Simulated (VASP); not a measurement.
# RuC4 in VASP: single point with PBE

Aim: the single point of RuC4 with PBE.

Everything below comes from runs of VASP 6.6.1. Logs are shortened: lines on timing, memory, paths and dates and some standing lists are left out, and cuts for length are marked.

### 1 The cell of the first run

The typed cell holds 5 atoms: a = 5.045 Å, b = 5.045 Å, c = 5.045 Å, α = 93.43°, β = 93.43°, γ = 151.70°.

The cell was generated, and may not be a known phase.

### 2 Single point, PBE

Input file INCAR:

```
PREC = Accurate
ENCUT = 600
EDIFF = 1E-6
ISMEAR = 0
SIGMA = 0.1
LREAL = F
LASPH = T
NELM = 120
ALGO = Normal
ISIF = 2
LWAVE = F
LCHARG = T
GGA = PE
LELF = T
LVHAR = T
NBANDS = 24
GGA_COMPAT = F
```

Input file KPOINTS:

```
Automatic mesh
0
Gamma
  6 6 6
```

Input file POSCAR:

```
RuC4
1.0
   -3.4589186102      3.4589186102      1.2333394035
    3.4589186102     -3.4589186102      1.2333394035
    3.4589186102      3.4589186102     -1.2333394035
Ru C
1 4
Direct
    0.0000000000      0.0000000000      0.0000000000
    0.7819816634      0.7820126036      0.5639942669
    0.2180183366      0.2179873964      0.4360057331
    0.2179873964      0.7819816634     -0.0000309402
    0.7820126036      0.2180183366      1.0000309402
```

Potentials or basis: VASP PAW PBE potentials, release 64 (Ru_sv, C).

Run with:

```
cat potpaw_PBE.64/Ru_sv/POTCAR potpaw_PBE.64/C/POTCAR > POTCAR
mpirun -np 1 vasp_std > vasp.out
```

OUTCAR:

```text
PREC = Accurate
   ENCUT = 600
   EDIFF = 1E-6
   ISMEAR = 0
   LREAL = F
   LASPH = T
   NELM = 120
   ISIF = 2
   GGA = PE

 ion  position               nearest neighbor table
   1  0.000  0.000  0.000-   4 2.13   5 2.13   2 2.13   3 2.13
   2  0.782  0.782  0.564-   3 1.38   3 1.38   1 2.13
   3  0.218  0.218  0.436-   2 1.38   2 1.38   1 2.13
   4  0.218  0.782  1.000-   5 1.38   5 1.38   1 2.13
   5  0.782  0.218  0.000-   4 1.38   4 1.38   1 2.13

  LATTYP: Found a body centered tetragonal cell.
 ALAT       =     6.9178372204
 C/A-ratio  =     0.3565679169

  Lattice vectors:

 A1 = (  -3.4589186102,   3.4589186102,   1.2333394035)
 A2 = (   3.4589186102,  -3.4589186102,   1.2333394035)
 A3 = (   3.4589186102,   3.4589186102,  -1.2333394035)

Analysis of symmetry for initial positions (statically):
=====================================================================
 Subroutine PRICEL returns:
 Original cell was already a primitive cell.

 Routine SETGRP: Setting up the symmetry group for a
 body centered tetragonal supercell.

 Subroutine GETGRP returns: Found  8 space group operations
 (whereof  8 operations were pure point group operations)
 out of a pool of 16 trial point group operations.

The static configuration has the point symmetry C_4h.

Analysis of symmetry for dynamics (positions and initial velocities):
=====================================================================
 Subroutine PRICEL returns:
 Original cell was already a primitive cell.

 Routine SETGRP: Setting up the symmetry group for a
 body centered tetragonal supercell.

 Subroutine GETGRP returns: Found  8 space group operations
 (whereof  8 operations were pure point group operations)
 out of a pool of 16 trial point group operations.

The dynamic configuration has the point symmetry C_4h.

 Subroutine INISYM returns: Found  8 space group operations
 (whereof  8 operations are pure point group operations),
 and found     1 'primitive' translations

----------------------------------------------------------------------------------------

                                     Primitive cell

  volume of cell :      59.0233

  direct lattice vectors                    reciprocal lattice vectors
    -3.458918610  3.458918610  1.233339404     0.000000000  0.144553849  0.405403410
     3.458918610 -3.458918610  1.233339404     0.144553849  0.000000000  0.405403410
     3.458918610  3.458918610 -1.233339404     0.144553849  0.144553849  0.000000000

  length of vectors
     5.044736067  5.044736067  5.044736067     0.430404159  0.430404159  0.204430014

  position of ions in fractional coordinates (direct lattice)
     0.000000000  0.000000000  0.000000000
     0.781981663  0.782012604  0.563994267
     0.218018337  0.217987396  0.436005733
     0.217987396  0.781981663  0.999969060
     0.782012604  0.218018337  0.000030940

  ion indices of the primitive-cell ions
   primitive index   ion index
                 1           1
                 2           2
                 3           3
                 4           4
                 5           5

----------------------------------------------------------------------------------------

 KPOINTS: Automatic mesh

Automatic generation of k-mesh.
 Grid dimensions read from file:
 generate k-points for:    6    6    6

 Generating k-lattice:

  Cartesian coordinates                     Fractional coordinates (reciprocal lattice)
     0.000000000  0.024092308  0.067567235     0.166666667  0.000000000  0.000000000
     0.024092308  0.000000000  0.067567235     0.000000000  0.166666667  0.000000000
     0.024092308  0.024092308  0.000000000     0.000000000  0.000000000  0.166666667

  Length of vectors
     0.071734027  0.071734027  0.034071669

  Shift w.r.t. Gamma in fractional coordinates (k-lattice)
     0.000000000  0.000000000  0.000000000

 Subroutine IBZKPT returns following result:
 ===========================================

 Found     36 irreducible k-points:

 Following reciprocal coordinates:
            Coordinates               Weight
  0.000000  0.000000  0.000000      1.000000
  0.166667  0.000000  0.000000      8.000000
  0.333333  0.000000  0.000000      8.000000
  0.500000  0.000000  0.000000      4.000000
  0.166667  0.166667  0.000000      8.000000
  0.333333  0.166667  0.000000      8.000000
[... 16 lines left out ...]
 -0.333333  0.333333 -0.166667      4.000000
 -0.166667  0.333333  0.166667      8.000000
 [... further k-points ...]
   k-points           NKPTS =     36   k-points in BZ     NKDIM =     36   number of bands    NBANDS=     24
   number of dos      NEDOS =    301   number of ions     NIONS =      5
   total plane-waves  NPLWV =  64000
   dimension x,y,z NGX =    40 NGY =   40 NGZ =   40
   dimension x,y,z NGXF=    80 NGYF=   80 NGZF=   80
   ions per type =               1   4
   NGX,Y,Z   is equivalent  to a cutoff of  13.18, 13.18, 13.18 a.u.
   NGXF,Y,Z  is equivalent  to a cutoff of  26.36, 26.36, 26.36 a.u.
 SYSTEM =  unknown system
   PREC   = accura    normal or accurate (medium, high low for compatibility)
   ISTART =      0    job   : 0-new  1-cont  2-samecut
   ICHARG =      2    charge: 1-file 2-atom 10-const
   ISPIN  =      1    spin polarized calculation?
   LNONCOLLINEAR =      F non collinear calculations
   LSORBIT =      F    spin-orbit coupling
   LASPH  =      T    aspherical Exc in radial PAW
   ENCUT  =  600.0 eV  44.10 Ry    6.64 a.u.  10.08 10.08 10.08*2*pi/ulx,y,z
   NELM   =    120;   NELMIN=  2; NELMDL= -5     # of ELM steps
   EDIFF  = 0.1E-05   stopping-criterion for ELM
   LREAL  =      F    real-space projection
   EDIFFG = 0.1E-04   stopping-criterion for IOM
   NSW    =      0    number of steps for IOM
   IBRION =     -1    ionic relax: 0-MD 1-quasi-New 2-CG
   NFREE  =      0    steps in history (QN), initial steepest desc. (CG)
   ISIF   =      2    stress and relaxation
   ISYM   =      2    0-nonsym 1-usesym 2-fastsym
   POTIM  = 0.5000    time-step for ionic-motion
   TEBEG  =    0.0;   TEEND  =   0.0 temperature during run
   PSTRESS=    0.0 pullay stress
   NELECT =      32.0000    total number of electrons
   NUPDOWN=      -1.0000    fix difference up-down
   EMIN   =  10.00;   EMAX   =-10.00  energy-range for DOS
   EFERMI =   0.00;   METHOD = LEGACY
   ISMEAR =     0;   SIGMA  =   0.10  broadening in eV -4-tet -1-fermi 0-gaus
   EFERMI_NEDOS =   21; number of points for ismear=-14 and -15
   IALGO  =     38    algorithm
   IMIX   =      4    mixing-type and parameters
     AMIX     =   0.40;   BMIX     =  1.00
     AMIX_MAG =   1.60;   BMIX_MAG =  1.00
  volume/ion in A,a.u.               =      11.80        79.66
  Fermi-wavevector in a.u.,A,eV,Ry     =   1.334905  2.522605 24.245196  1.781972
  Thomas-Fermi vector in A             =   2.463650
   LORBIT       =      0    0 simple, 1 ext, 2 COOP (PROOUT), +10 PAW based schemes
   GGA     = PE    functional components
   LHFCALC =     F    Hartree Fock is set to
   AEXX    =    0.0000 exact exchange contribution
   IVDW    =     0    specifies the selected vdW correction
   LEPSILON=     F    determine dielectric tensor
   LRPA    =     F    only Hartree local field effects (RPA)
 non-spin polarized calculation
 Gauss-broadening in eV      SIGMA  =   0.10
  energy-cutoff  :      600.00
  volume of cell :       59.02
 maximum number of plane-waves:      1998
   NGX = 21   NGY = 21   NGZ = 21

 number of electron      31.9999998 magnetization

 Free energy of the ion-electron system (eV)
  ---------------------------------------------------
  ext. energy  EPLUGINS =         0.00000000
  ---------------------------------------------------
  free energy    TOTEN  =       -41.33423207 eV

  energy without entropy =      -41.30929729  energy(sigma->0) =      -41.32176468

 E-fermi :   5.0176     XC(G=0): -10.3126

 val. band max:        5.0171963590   @ k =   0.5000   0.3333  -0.1667
 cond. band min:       5.0179271166   @ k =  -0.3333   0.1667   0.0000
 fundamental gap:      0.0007307576
 Fermi energy:         5.0176155000

 k-point     1 :       0.0000    0.0000    0.0000
  band No.  band energies     occupation
      1     -67.5629      2.00000
      2     -37.5025      2.00000
      3     -37.5025      2.00000
      4     -37.0800      2.00000
      5     -11.7998      2.00000
      6     -11.2577      2.00000
[... 16 lines left out ...]
     23      14.4553      0.00000
     24      14.4553      0.00000

 k-point     2 :       0.1667    0.0000    0.0000
  band No.  band energies     occupation
      1     -67.5238      2.00000
      2     -37.4686      2.00000
      3     -37.4686      2.00000
      4     -37.3887      2.00000
      5     -11.3072      2.00000
      6     -10.8214      2.00000
[... 16 lines left out ...]
     23      14.1474      0.00000
     24      16.6734      0.00000

 k-point     3 :       0.3333    0.0000    0.0000
  band No.  band energies     occupation
      1     -67.4446      2.00000
      2     -37.9810      2.00000
      3     -37.4002      2.00000
      4     -37.4002      2.00000
      5      -9.8763      2.00000
      6      -9.5299      2.00000
[... 16 lines left out ...]
     23      13.3719      0.00000
     24      16.2758      0.00000

 k-point     4 :       0.5000    0.0000    0.0000
  band No.  band energies     occupation
      1     -67.4046      2.00000
      2     -38.2660      2.00000
      3     -37.3656      2.00000
      4     -37.3656      2.00000
      5      -7.7101      2.00000
      6      -7.5469      2.00000
[... 16 lines left out ...]
     23      16.4407      0.00000
     24      16.8249      0.00000

 k-point     5 :       0.1667    0.1667    0.0000
  band No.  band energies     occupation
      1     -67.4446      2.00000
      2     -37.9810      2.00000
      3     -37.4002      2.00000
      4     -37.4001      2.00000
      5      -9.9166      2.00000
      6      -9.5185      2.00000
[... 16 lines left out ...]
     23      13.0902      0.00000
     24      16.2147      0.00000

 k-point     6 :       0.3333    0.1667    0.0000
  band No.  band energies     occupation
      1     -67.4046      2.00000
      2     -38.2660      2.00000
      3     -37.3656      2.00000
      4     -37.3656      2.00000
      5      -7.7040      2.00000
      6      -7.5405      2.00000
[... 16 lines left out ...]
     23      16.3660      0.00000
     24      16.9264      0.00000
[... 379 lines left out ...]
 k-point    21 :       0.3333    0.3333    0.1667
  band No.  band energies     occupation
      1     -67.4447      2.00000
      2     -37.9810      2.00000
      3     -37.4005      2.00000
      4     -37.4001      2.00000
      5      -9.7342      2.00000
      6      -9.6161      2.00000
[... 16 lines left out ...]
     23      14.3254      0.00000
     24      17.2402      0.00000

 k-point    22 :      -0.3333    0.3333    0.1667
  band No.  band energies     occupation
      1     -67.5629      2.00000
      2     -37.5031      2.00000
      3     -37.5027      2.00000
      4     -37.0801      2.00000
      5     -11.5709      2.00000
      6     -11.3085      2.00000
[... 16 lines left out ...]
     23      14.3831      0.00000
     24      14.9164      0.00000

 k-point    23 :      -0.3333    0.3333   -0.1667
  band No.  band energies     occupation
      1     -67.5629      2.00000
      2     -37.5031      2.00000
      3     -37.5027      2.00000
      4     -37.0801      2.00000
      5     -11.5709      2.00000
      6     -11.3085      2.00000
[... 16 lines left out ...]
     23      14.3831      0.00000
     24      14.9164      0.00000

 k-point    24 :      -0.1667    0.3333    0.1667
  band No.  band energies     occupation
      1     -67.5238      2.00000
      2     -37.4689      2.00000
      3     -37.4689      2.00000
      4     -37.3887      2.00000
      5     -11.1281      2.00000
      6     -10.8585      2.00000
[... 16 lines left out ...]
     23      14.4684      0.00000
     24      16.7659      0.00000

 [... further k-points ...]

------------------------ aborting loop because EDIFF is reached ----------------------------------------

  FORCE on cell =-STRESS in cart. coord.  units (eV):
  Direction    XX          YY          ZZ          XY          YZ          ZX
  --------------------------------------------------------------------------------------
  -------------------------------------------------------------------------------------
  Total       -0.0749715     -0.0749715      0.1011873     -0.0000000      0.0000000      0.0000000
  in kB       -2.0350895     -2.0350895      2.7467128     -0.0000001      0.0000000      0.0000000
  external PRESSURE =      -0.4411554 kB  Pullay stress =       0.0000000 kB

 VOLUME and BASIS-vectors are now :
 -----------------------------------------------------------------------------
  energy-cutoff  :      600.00
  volume of cell :       59.02
      direct lattice vectors                 reciprocal lattice vectors
    -3.458918610  3.458918610  1.233339404     0.000000000  0.144553849  0.405403410
     3.458918610 -3.458918610  1.233339404     0.144553849  0.000000000  0.405403410
     3.458918610  3.458918610 -1.233339404     0.144553849  0.144553849  0.000000000

 POSITION                                       TOTAL-FORCE (eV/Angst)
 -----------------------------------------------------------------------------------
      0.00000      0.00000      0.00000         0.000000      0.000000      0.000000
      1.95092      1.95070      1.23334         0.020892      0.023972     -0.000000
      1.50800      1.50822     -0.00000        -0.020892     -0.023972      0.000000
      5.40962      1.50800      0.00000         0.023972     -0.020892     -0.000000
     -1.95070      1.95092      1.23334        -0.023972      0.020892      0.000000
 -----------------------------------------------------------------------------------
    total drift:                               -0.000000     -0.000000     -0.000000

  FREE ENERGIE OF THE ION-ELECTRON SYSTEM (eV)
  ---------------------------------------------------
  free  energy   TOTEN  =       -41.3342320653 eV

  energy  without entropy=      -41.3092972890  energy(sigma->0) =      -41.32176468
```

Wall time 72 s (1 thread of Intel Xeon Platinum 8259CL at 2.50GHz (Skylake/Cascade Lake), shared host); peak memory 0.26 GiB.

What came out:

```
Free energy            : -41.3342 eV
Pressure               : 0.0 GPa
Largest force          : 0.032 eV/Å
Band gap on the k mesh : zero (bands 16 and 17 overlap by 2.15 eV)
```

Forces in eV/Å, atoms in the order of the input:
```
Ru   0.000  0.000  0.000
C    0.021  0.024  0.000
C   -0.021 -0.024  0.000
C    0.024 -0.021  0.000
C   -0.024  0.021  0.000
```

Caveat: the k points lie up to 0.45 Å⁻¹ apart, too coarse for converged energies and pressures of a metal.
